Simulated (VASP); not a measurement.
# MnSb (P6_3/mmc) in VASP: notebook

MnSb is run at these levels: BLYP+D3(BJ), PBEsol, RPBE+D3(BJ), PBEsol+D4; tasks: single point.

Program: VASP 6.6.1. These are calculated values, not measurements. Logs are shortened: lines on timing, memory, paths and dates and some standing lists are left out, and cuts for length are marked.

## Step 1: The cell of the first run

It takes space group P6_3/mmc (No. 194, hexagonal). The conventional cell has a = 4.014 Å, b = 4.014 Å, c = 5.501 Å, α = 90.00°, β = 90.00°, γ = 120.00°. Within 3.6 Å of Sb (site symmetry -6m2) lie 6 Mn at 2.69 Å and 6 Sb at 3.60 Å. Mn (site symmetry -3m) has 6 Sb at 2.69 Å and 2 Mn at 2.75 Å within 3.6 Å.

## Step 2: Single point, BLYP+D3(BJ), collinear spin, ferromagnetic start

The input, INCAR:

```
AGGAC    = 1.0          
AGGAX    = 1.0          
ALDAC    = 0.0          
ALDAX    = 1.0          
ALGO     = Normal         # electronic algorithm
EDIFF    = 1E-6           # SCF threshold, eV
ENCUT    = 520            # plane-wave cutoff, eV
GGA      = B5             # functional
ISIF     = 2              # what is computed and relaxed
ISMEAR   = -1             # smearing method
ISPIN    = 2              # spin polarisation
IVDW     = 12             # dispersion correction
LASPH    = T              # aspherical terms in the spheres
LCHARG   = T              # write CHGCAR
LELF     = T              # ELF
LMAXMIX  = 4              # l up to which the mixer works
LORBIT   = 11             # projections on sites
LREAL    = F              # projectors in reciprocal space
LVHAR    = T            
LWAVE    = F              # write WAVECAR
MAGMOM   = 0 0 4 4        # initial moments
NBANDS   = 30             # bands
NELM     = 150            # most SCF steps
PREC     = Accurate       # precision mode
SIGMA    = 0.05           # smearing width, eV
VDW_A1   = 0.4298       
VDW_A2   = 4.2359       
VDW_S6   = 1.0          
VDW_S8   = 2.6996
```

The input, KPOINTS:

```
k-points
0
Gamma
  7 7 5
```

The input, POSCAR:

```
MnSb
1.0
    4.0142483387      0.0000000000      0.0000000000
   -2.0071241694      3.4764410384      0.0000000000
    0.0000000000      0.0000000000      5.5008650433
Sb Mn
2 2
Direct
    0.6666666667      0.3333333333      0.7500000000
    0.3333333333      0.6666666667      0.2500000000
    0.0000000000      0.0000000000      0.5000000000
    0.0000000000      0.0000000000      0.0000000000
```

Potentials or basis: VASP PAW PBE potentials, release 64 (Sb, Mn_pv).

The run is started by

```console
cat potpaw_PBE.64/Sb/POTCAR potpaw_PBE.64/Mn_pv/POTCAR > POTCAR
mpirun -np 1 vasp_std > vasp.out
```

OUTCAR:

```text
EDIFF = 1E-6
   ENCUT = 520
   GGA = B5
   ISIF = 2
   ISMEAR = -1
   ISPIN = 2
   IVDW = 12
   LASPH = T
   LORBIT = 11
   LREAL = F
   NELM = 150
   PREC = Accurate
 IVDW          = 12

 ion  position               nearest neighbor table
   1  0.667  0.333  0.750-   3 2.69   4 2.69   3 2.69   4 2.69   3 2.69   4 2.69   2 3.60   2 3.60
                             2 3.60   2 3.60   2 3.60   2 3.60
   2  0.333  0.667  0.250-   3 2.69   4 2.69   3 2.69   4 2.69   3 2.69   4 2.69   1 3.60   1 3.60
                             1 3.60   1 3.60   1 3.60   1 3.60
   3  0.000  0.000  0.500-   1 2.69   2 2.69   1 2.69   2 2.69   1 2.69   2 2.69   4 2.75   4 2.75

   4  0.000  0.000  0.000-   1 2.69   2 2.69   1 2.69   2 2.69   1 2.69   2 2.69   3 2.75   3 2.75

  LATTYP: Found a hexagonal cell.
 ALAT       =     4.0142483387
 C/A-ratio  =     1.3703350115

  Lattice vectors:

 A1 = (   4.0142483387,   0.0000000000,   0.0000000000)
 A2 = (  -2.0071241694,   3.4764410384,   0.0000000000)
 A3 = (   0.0000000000,   0.0000000000,   5.5008650433)

Analysis of symmetry for initial positions (statically):
=====================================================================
 Subroutine PRICEL returns:
 Original cell was already a primitive cell.

 Routine SETGRP: Setting up the symmetry group for a
 hexagonal supercell.

 Subroutine GETGRP returns: Found 24 space group operations
 (whereof 12 operations were pure point group operations)
 out of a pool of 24 trial point group operations.

The static configuration has the point symmetry D_3d.
 The point group associated with its full space group is D_6h.

Analysis of symmetry for dynamics (positions and initial velocities):
=====================================================================
 Subroutine PRICEL returns:
 Original cell was already a primitive cell.

 Routine SETGRP: Setting up the symmetry group for a
 hexagonal supercell.

 Subroutine GETGRP returns: Found 24 space group operations
 (whereof 12 operations were pure point group operations)
 out of a pool of 24 trial point group operations.

The dynamic configuration has the point symmetry D_3d.
 The point group associated with its full space group is D_6h.

Analysis of structural, dynamic, and magnetic symmetry:
=====================================================================
 Subroutine PRICEL returns:
 Original cell was already a primitive cell.

 Routine SETGRP: Setting up the symmetry group for a
[... 135 lines left out ...]
   GGA     = B5    functional components
   LHFCALC =     F    Hartree Fock is set to
   AEXX    =    0.0000 exact exchange contribution
   IVDW    =    12    specifies the selected vdW correction
   LEPSILON=     F    determine dielectric tensor
   LRPA    =     F    only Hartree local field effects (RPA)
 spin polarized calculation
  energy-cutoff  :      520.00
  volume of cell :       76.77
 maximum number of plane-waves:      2091
 NGX is ok and might be reduce to    30
   NGX = 15   NGY = 15   NGZ = 21

 number of electron      35.9999987 magnetization       5.6734934

 Free energy of the ion-electron system (eV)
  ---------------------------------------------------
  ext. energy  EPLUGINS =         0.00000000
  ---------------------------------------------------
  free energy    TOTEN  =       -22.25949048 eV

  energy without entropy =      -22.23282356  energy(sigma->0) =      -22.24615702

 E-fermi :   9.5208     XC(G=0): -10.5225

 val. band max:        9.5130824362   @ k =   0.2857   0.1429   0.4000
 cond. band min:       9.5232773469   @ k =   0.1429  -0.0000   0.2000
 fundamental gap:      0.0101949107
 Fermi energy:         9.5208448530

 spin component 1

 k-point     1 :       0.0000    0.0000    0.0000
  band No.  band energies     occupation
      1     -39.8955      1.00000
      2     -39.8955      1.00000
      3     -39.8816      1.00000
      4     -39.8815      1.00000
      5     -39.6425      1.00000
      6     -39.5024      1.00000
[... 781 lines left out ...]
     29      17.7072      0.00000
     30      18.0036      0.00000
 Fermi energy:         9.5208448530

 spin component 2

 k-point     1 :       0.0000    0.0000    0.0000
  band No.  band energies     occupation
      1     -36.8734      1.00000
      2     -36.8734      1.00000
      3     -36.8569      1.00000
      4     -36.8569      1.00000
      5     -36.8361      1.00000
      6     -36.6740      1.00000
[... 781 lines left out ...]
     29      18.0222      0.00000
     30      18.3438      0.00000

------------------------ aborting loop because EDIFF is reached ----------------------------------------

 Edisp (eV)   -4.09245

 E8    (eV) :    -3.0897

  FORCE on cell =-STRESS in cart. coord.  units (eV):
  Direction    XX          YY          ZZ          XY          YZ          ZX
  --------------------------------------------------------------------------------------
  -------------------------------------------------------------------------------------
  Total       0.02445     0.02445     0.02075    -0.00000     0.00000    -0.00000
  in kB       0.51028     0.51028     0.43310    -0.00000     0.00000    -0.00000
  external pressure =        0.48 kB  Pullay stress =        0.00 kB

 VOLUME and BASIS-vectors are now :
 -----------------------------------------------------------------------------
  energy-cutoff  :      520.00
  volume of cell :       76.77
      direct lattice vectors                 reciprocal lattice vectors
     4.014248339  0.000000000  0.000000000     0.249112640  0.143825250  0.000000000
    -2.007124169  3.476441038  0.000000000     0.000000000  0.287650499  0.000000000
     0.000000000  0.000000000  5.500865043     0.000000000  0.000000000  0.181789590

 POSITION                                       TOTAL-FORCE (eV/Angst)
 -----------------------------------------------------------------------------------
      2.00712      1.15881      4.12565         0.000000      0.000000      0.000000
     -0.00000      2.31763      1.37522        -0.000000     -0.000000      0.000000
      0.00000      0.00000      2.75043         0.000000      0.000000      0.000000
      0.00000      0.00000      0.00000         0.000000      0.000000      0.000000
 -----------------------------------------------------------------------------------
    total drift:                               -0.000000      0.000000     -0.000000

  FREE ENERGIE OF THE ION-ELECTRON SYSTEM (eV)
  ---------------------------------------------------
  free  energy   TOTEN  =       -26.3519375967 eV

  energy  without entropy=      -26.3252706748  energy(sigma->0) =      -26.33860414

 total charge

# of ion       s       p       d       tot
------------------------------------------
    1        1.147   1.339   0.057   2.542
    2        1.147   1.339   0.057   2.542
    3        0.294   6.252   5.178  11.724
    4        0.294   6.252   5.178  11.724
--------------------------------------------------
tot          2.883  15.181  10.469  28.533

 magnetization (x)

# of ion       s       p       d       tot
------------------------------------------
    1       -0.001  -0.114   0.006  -0.108
    2       -0.001  -0.114   0.006  -0.108
    3        0.026   0.022   2.824   2.873
    4        0.026   0.022   2.824   2.873
--------------------------------------------------
tot          0.051  -0.182   5.660   5.529
```

OSZICAR:

```text
N       E                     dE             d eps       ncg     rms          rms(c)
DAV:   1     0.337378585104E+03    0.33738E+03   -0.19046E+04  3120   0.124E+03
DAV:   2    -0.577530971846E+01   -0.34315E+03   -0.32903E+03  2976   0.356E+02
DAV:   3    -0.230323644839E+02   -0.17257E+02   -0.16864E+02  3428   0.898E+01
DAV:   4    -0.233543962423E+02   -0.32203E+00   -0.32005E+00  3196   0.121E+01
DAV:   5    -0.233615119269E+02   -0.71157E-02   -0.71155E-02  3310   0.194E+00    0.155E+01
DAV:   6    -0.243202957959E+02   -0.95878E+00   -0.14824E+01  3150   0.406E+01    0.157E+01
DAV:   7    -0.222827861050E+02    0.20375E+01   -0.71319E+00  3138   0.289E+01    0.489E+00
DAV:   8    -0.222658944408E+02    0.16892E-01   -0.32179E-01  3114   0.353E+00    0.214E+00
DAV:   9    -0.222573294546E+02    0.85650E-02   -0.55941E-02  3180   0.197E+00    0.769E-01
DAV:  10    -0.222589851556E+02   -0.16557E-02   -0.59257E-03  3196   0.597E-01    0.329E-01
DAV:  11    -0.222594446872E+02   -0.45953E-03   -0.65572E-04  3174   0.176E-01    0.127E-01
DAV:  12    -0.222594815718E+02   -0.36885E-04   -0.16979E-04  3156   0.920E-02    0.554E-02
DAV:  13    -0.222594868895E+02   -0.53176E-05   -0.28109E-05  3204   0.348E-02    0.184E-02
DAV:  14    -0.222594905604E+02   -0.36709E-05   -0.41779E-06  3096   0.129E-02    0.720E-03
DAV:  15    -0.222594904799E+02    0.80498E-07   -0.81083E-07  2072   0.655E-03
   1 F= -.26351938E+02 E0= -.26338604E+02  d E =-.266669E-01  mag=     5.6736
```

Wall time 2 min (1 thread of Intel Xeon Platinum 8488C (Sapphire Rapids), shared host); peak memory 0.27 GiB.

Results:

```
Free energy                                           : -26.3519 eV
Pressure                                              : 0.0 GPa
Net moment                                            : 5.67 μB per cell
Site moments                                          : Sb -0.11; Mn +2.87 μB
Valence electrons inside the program's atomic spheres : Sb 2.54; Mn 11.72
Dispersion energy per atom                            : -1.023 eV
```

Caveat: the dispersion term is far too large for a dense solid, which distorts pressure and volume; the PAW data sets were made with another functional, which shifts forces and pressure a little; spin-orbit coupling is left out, which moves the levels of the heavy elements; the run started ferromagnetic, and an antiferromagnetic order may lie lower in energy.

## Step 3: Single point, PBEsol, collinear spin, ferromagnetic start

This run uses another cell than the first one, of 21.55 Å³/atom.

The input, INCAR:

```
PREC = Accurate
ENCUT = 520
EDIFF = 1E-7
ISMEAR = -1
SIGMA = 0.05
LREAL = F
LASPH = T
NELM = 150
ALGO = Normal
ISIF = 2
LWAVE = F
LCHARG = F
ISPIN = 2
MAGMOM = 0 0 4 4
LORBIT = 11
LMAXMIX = 4
GGA = PS
NBANDS = 30
```

The input, KPOINTS:

```
Automatic mesh
0
Gamma
  7 7 5
```

The input, POSCAR:

```
MnSb
1.0
    4.1500000000      0.0000000000      0.0000000000
   -2.0750000000      3.5940054257      0.0000000000
    0.0000000000      0.0000000000      5.7800000000
Sb Mn
2 2
Direct
    0.6666666667      0.3333333333      0.7500000000
    0.3333333333      0.6666666667      0.2500000000
    0.0000000000      0.0000000000      0.5000000000
    0.0000000000      0.0000000000      0.0000000000
```

Potentials or basis: VASP PAW PBE potentials, release 64 (Sb, Mn_pv).

The run is started by

```console
cat potpaw_PBE.64/Sb/POTCAR potpaw_PBE.64/Mn_pv/POTCAR > POTCAR
mpirun -np 1 vasp_std > vasp.out
```

Run time: 2 min. Hardware: 1 thread of Intel Xeon Platinum 8488C (Sapphire Rapids), shared host; peak memory 0.3 GiB.

It converged, with:

```yaml
Free_energy: -28.2300 eV
Pressure: -7.1 GPa
Net_moment: 6.69 μB per cell
Site_moments: Sb -0.12; Mn +3.38 μB
Valence_electrons_inside_the_program's_atomic_spheres: Sb 2.44; Mn 11.52
```

Stress tensor (GPa, compression positive):
```
-6.70  0.00  0.00
 0.00 -6.70  0.00
 0.00  0.00 -7.82
```

Levels at points of the mesh, in eV from the Fermi level:
Spin up:
```csv
k point,band 17,band 18,band 19,band 20,band 21,band 22,band 23,band 24,band 25,band 26
"(0.00, 0.00, 0.00)",-1.85,-1.85,-0.50,0.49,0.49,2.26,2.26,2.61,2.96,4.28
```
Spin down:
| k point | band 12 | band 13 | band 14 | band 15 | band 16 | band 17 | band 18 | band 19 |
| --- | --- | --- | --- | --- | --- | --- | --- | --- |
| (0.00, 0.00, 0.00) | -0.87 | -0.02 | -0.02 | 0.31 | 0.31 | 0.59 | 0.59 | 1.41 |

Caveat: the cell stands under tension; the PAW data sets were made with another functional, which shifts forces and pressure a little; spin-orbit coupling is left out, which moves the levels of the heavy elements; the run started ferromagnetic, and an antiferromagnetic order may lie lower in energy.

## Step 4: Single point, RPBE+D3(BJ), collinear spin, ferromagnetic start

This run uses another cell than the first one, of 15.66 Å³/atom.

The input, INCAR:

```
  ALGO = Normal
  EDIFF = 1E-6
  ENCUT = 520
  GGA = RP
  ISIF = 2
  ISMEAR = -1
  ISPIN = 2
  IVDW = 12
  LASPH = T
  LCHARG = F
  LMAXMIX = 4
  LORBIT = 11
  LREAL = F
  LWAVE = F
  MAGMOM = 0 0 4 4
  NBANDS = 30
  NELM = 150
  PREC = Accurate
  SIGMA = 0.05
```

The input, KPOINTS:

```
k-points
0
Gamma
  7 7 5
```

The input, POSCAR:

```
MnSb
1.0
    3.7668098507      0.0000000000      0.0000000000
   -1.8834049253      3.2621530219      0.0000000000
    0.0000000000      0.0000000000      5.0962274224
Sb Mn
2 2
Direct
    0.6666666667      0.3333333333      0.7500000000
    0.3333333333      0.6666666667      0.2500000000
    0.0000000000      0.0000000000      0.5000000000
    0.0000000000      0.0000000000      0.0000000000
```

The run is started by

```console
cat potpaw_PBE.64/Sb/POTCAR potpaw_PBE.64/Mn_pv/POTCAR > POTCAR
mpirun -np 1 vasp_std > vasp.out
```

Wall time 2.8 min (1 thread of AMD EPYC 7R13, shared host); peak memory 0.22 GiB.

The run converged. Its results:

```yaml
Free_energy: -34.1973 eV
Pressure: -0.5 GPa
Net_moment: 3.93 μB per cell
Site_moments: Sb -0.09; Mn +2.01 μB
Valence_electrons_inside_the_program's_atomic_spheres: Sb 2.62; Mn 12.04
Dispersion_energy_per_atom: -2.757 eV
```

Stress tensor (GPa, compression positive):
```
-0.54  0.00  0.00
 0.00 -0.54  0.00
 0.00  0.00 -0.28
```

Levels at points of the mesh, in eV from the Fermi level:
Spin up:
| k point | band 17 | band 18 | band 19 | band 20 | band 21 | band 22 | band 23 | band 24 |
| --- | --- | --- | --- | --- | --- | --- | --- | --- |
| (0.00, 0.00, 0.00) | -0.79 | -0.79 | 1.28 | 1.28 | 1.44 | 3.65 | 4.20 | 4.20 |
Spin down:
```tsv
k point	band 13	band 14	band 15	band 16	band 17	band 18	band 19	band 20
(0.00, 0.00, 0.00)	-1.01	-1.01	-0.32	-0.32	1.33	1.33	1.41	1.41
```

Caveat: the dispersion term is far too large for a dense solid, which distorts pressure and volume; the PAW data sets were made with another functional, which shifts forces and pressure a little; spin-orbit coupling is left out, which moves the levels of the heavy elements; the run started ferromagnetic, and an antiferromagnetic order may lie lower in energy.

## Step 5: Single point, PBEsol+D4, collinear spin, ferromagnetic start

This run uses another cell than the first one, of 18.18 Å³/atom.

The input, INCAR:

```
PREC = Accurate
ENCUT = 520
EDIFF = 1E-6
ISMEAR = -1
SIGMA = 0.05
LREAL = F
LASPH = T
NELM = 150
ALGO = Normal
ISIF = 2
LWAVE = F
LCHARG = F
ISPIN = 2
MAGMOM = 0 0 4 4
LORBIT = 11
LMAXMIX = 4
GGA = PS
IVDW = 13
NBANDS = 30
```

The input, KPOINTS:

```
Automatic mesh
0
Gamma
  7 7 5
```

The input, POSCAR:

```
MnSb
1.0
    3.9530595442      0.0000000000      0.0000000000
   -1.9765297721      3.4234499880      0.0000000000
    0.0000000000      0.0000000000      5.3732486686
Sb Mn
2 2
Direct
    0.6666666667      0.3333333333      0.7500000000
    0.3333333333      0.6666666667      0.2500000000
    0.0000000000      0.0000000000      0.5000000000
    0.0000000000      0.0000000000      0.0000000000
```

The run is started by

```console
cat potpaw_PBE.64/Sb/POTCAR potpaw_PBE.64/Mn_pv/POTCAR > POTCAR
mpirun -np 1 vasp_std > vasp.out
```

It took 3.3 min on 1 thread of AMD EPYC 7R13, shared host; peak memory 0.22 GiB.

Results (log left out):

```
Free energy                                           : -29.6238 eV
Pressure                                              : 0.0 GPa
Net moment                                            : 5.33 μB per cell
Site moments                                          : Sb -0.10; Mn +2.69 μB
Valence electrons inside the program's atomic spheres : Sb 2.52; Mn 11.76
Dispersion energy per atom                            : -0.284 eV
```

Levels at points of the mesh, in eV from the Fermi level:
Spin up:
| k point | band 17 | band 18 | band 19 | band 20 | band 21 | band 22 | band 23 | band 24 | band 25 | band 26 |
| --- | --- | --- | --- | --- | --- | --- | --- | --- | --- | --- |
| (0.00, 0.00, 0.00) | -1.34 | -1.34 | 0.44 | 0.67 | 0.67 | 3.04 | 3.04 | 3.17 | 3.38 | 6.09 |
Spin down:
```csv
k point,band 13,band 14,band 15,band 16,band 17,band 18
"(0.00, 0.00, 0.00)",-0.64,-0.64,-0.10,-0.10,0.83,0.83
```

Caveat: the PAW data sets were made with another functional, which shifts forces and pressure a little; spin-orbit coupling is left out, which moves the levels of the heavy elements; the run started ferromagnetic, and an antiferromagnetic order may lie lower in energy.

## Step 6: Summary

| level | cell | gap on the mesh (eV) | pressure (GPa) | moment (μB) |
| --- | --- | --- | --- | --- |
| BLYP+D3(BJ) | a = 4.014, b = 4.014, c = 5.501 Å, angles 90.0, 90.0, 120.0°, 4 atoms | none | 0.0 | 5.67 |
| PBEsol | a = 4.150, b = 4.150, c = 5.780 Å, angles 90.0, 90.0, 120.0°, 4 atoms | none | -7.1 | 6.69 |
| RPBE+D3(BJ) | a = 3.767, b = 3.767, c = 5.096 Å, angles 90.0, 90.0, 120.0°, 4 atoms | none | -0.5 | 3.93 |
| PBEsol+D4 | a = 3.953, b = 3.953, c = 5.373 Å, angles 90.0, 90.0, 120.0°, 4 atoms | none | 0.0 | 5.33 |

Alike in all rows: task single point; potentials or basis VASP PAW PBE potentials, release 64 (Sb, Mn_pv); spin collinear, ferromagnetic start; k mesh 7 × 7 × 5; cutoff (eV) 520; smearing fermi-dirac 0.05 eV.

Caveats: the PAW data sets were made with another functional, which shifts forces and pressure a little; spin-orbit coupling is left out, which moves the levels of the heavy elements; the run started ferromagnetic, and an antiferromagnetic order may lie lower in energy; the dispersion term is far too large for a dense solid, which distorts pressure and volume (at least some runs); the cell stands under tension (at least some runs).

Total energies depend on the potentials used, so only differences within one code and one set of settings carry meaning.

The gap in the log of VASP goes by the Fermi energy; the results here count the filled bands.